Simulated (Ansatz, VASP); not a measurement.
## Two plane-wave programs on TiAl

Contents of POSCAR:

```
TiAl
1.0
    3.1790640000      0.0715289400      0.0000000000
    0.0715289400      3.1790640000      0.0000000000
    0.0000000000      0.0000000000      3.1790640000
Ti Al
1 1
Direct
    0.0000000000      0.0000000000      0.0000000000
    0.5000000000      0.5000000000      0.5000000000
```

Contents of INCAR.step1:

```
PREC = Accurate
ENCUT = 520
ISMEAR = 0
SIGMA = 0.15
LREAL = False
LASPH = True
NELM = 80
NBANDS = 14
GGA = PE
ALGO = Normal
EDIFF = 1E-4
LWAVE = True
LCHARG = False
```

File INCAR.step2:

```
PREC = Accurate
ENCUT = 520
EDIFF = 1E-6
ISMEAR = 0
SIGMA = 0.15
LREAL = False
LASPH = True
NELM = 80
ALGO = Normal
ISIF = 2
LWAVE = False
LCHARG = True
METAGGA = R2SCAN
LMIXTAU = True
LELF = True
LVHAR = True
NBANDS = 14
ISTART = 1
```

File KPOINTS:

```
Automatic mesh
0
Gamma
  16 16 16
```

Input for Ansatz:

```yaml
crystal:
  lattice:
    - [3.179064, 0.07152894, 0.0]
    - [0.07152894, 3.179064, 0.0]
    - [0.0, 0.0, 3.179064]
  atoms:
    - { symbol: Ti, position: [0.0, 0.0, 0.0] }
    - { symbol: Al, position: [0.5, 0.5, 0.5] }
basis:
  ecutwfc: 500
kpoints:
  mp_grid: { grid: [16, 16, 16] }
hamiltonian:
  xc: r2scan
scf:
  occupations: { method: gaussian, width: 0.15 }
output:
  forces: true
  stress: true
  eigenvalues: true
```

Change from the starting cell: strain +0.0450 x Voigt [0, 0, 0, 0, 0, 1], atoms carried along.

Alike in both runs: task single point; functional r2SCAN; k mesh 16 × 16 × 16; occupations gaussian, width 0.15 eV; no spin polarisation.

```csv
,VASP,Ansatz
version,VASP 6.6.1,Ansatz 0.2.0
potentials or method,"VASP PAW PBE potentials, release 64 (Ti_sv, Al), cutoff 520 eV","scalar-relativistic, plane waves, PAW"
valence electrons in the cell,15,15
```

VASP gave:

```
gap on the k mesh at the Fermi level (eV)                     : none
pressure (GPa)                                                : -0.4
traceless stress, the component that is largest in VASP (GPa) : -3.53
```

What did Ansatz give for the same quantities?

gap on the k mesh at the Fermi level (eV): none; pressure (GPa): -0.5; traceless stress, the component that is largest in VASP (GPa): -3.55.

VASP's potentials were made for PBE, not for r2SCAN. A gap of «none» marks a metal or a gap that the smearing closes.
